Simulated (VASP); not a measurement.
Wanted: the native input for a VASP 6.6.1 run.

| Property | Result |
| --- | --- |
| Task | single point |
| Functional | PBE |
| Potentials or basis | VASP PAW PBE potentials, release 64 (Zn, Cl) |
| Cutoff | 520 eV |
| k mesh | 2 × 2 × 1 |
| Occupations | fermi-dirac, width 0.15 eV |
| Spin | no spin polarisation |
| Dipole correction | no |
| Further INCAR settings | ALGO = Normal; EDIFF = 1e-07; NBANDS = 88 |

The structure of Zn12Cl lies in POSCAR:

```
Zn12Cl
1.0
    5.3200000000      0.0000000000      0.0000000000
    2.6600000000      4.6072550000      0.0000000000
    0.0000000000      0.0000000000     17.9369600000
Zn Cl
12 1
Direct
    0.0000000000      0.0000000000      0.0557508000
    0.5000000000      0.0000000000      0.0557508000
    0.0000000000      0.5000000000      0.0557508000
    0.5000000000      0.5000000000      0.0557508000
   -0.1638058497      0.3318410682      0.1837596265
    0.3313477558      0.3313783081      0.1836360740
   -0.1668830432      0.8332046302      0.1969413458
    0.3317376694      0.8363705477      0.1837476252
    0.0049171276      0.0051709216      0.3206943311
    0.4883057178      0.0052654328      0.3209736310
    0.0049976029      0.4885844614      0.3209356128
    0.4991184563      0.4994730451      0.3047117294
    0.8297676448      0.8309314929      0.4328237843
```

These files were run (other wordings do the same):

INCAR

```
SYSTEM = Zn12Cl
  PREC = Accurate
  ENCUT = 520
  EDIFF = 1E-7
  ISMEAR = -1
  SIGMA = 0.15
  LREAL = .FALSE.
  LASPH = .TRUE.
  NELM = 60
  ALGO = Normal
  ISIF = 2
  LWAVE = .FALSE.
  LCHARG = .FALSE.
  GGA = PE
  NBANDS = 88
```

KPOINTS

```
Automatic mesh
0
G
  2 2 1
  0 0 0
```

Potentials or basis: VASP PAW PBE potentials, release 64 (Zn, Cl).

Launch:

```console
$ cat potpaw_PBE.64/Zn/POTCAR potpaw_PBE.64/Cl/POTCAR > POTCAR
$ mpirun -np 1 vasp_std > vasp.out
```

Results of the run:

- Largest force: 0.265 eV/Å
- Band gap on the k mesh: zero (an odd number of electrons rules out a gap without spin polarisation)

Caveat: the k points lie up to 0.68 Å⁻¹ apart, too coarse for converged energies and pressures of a metal; there is no dipole correction, which matters where the two faces differ.

It took 5.5 min on 1 thread of Intel(R) Xeon(R) Platinum 8488C (Sapphire Rapids), on a shared host, peak memory 0.56 GiB.
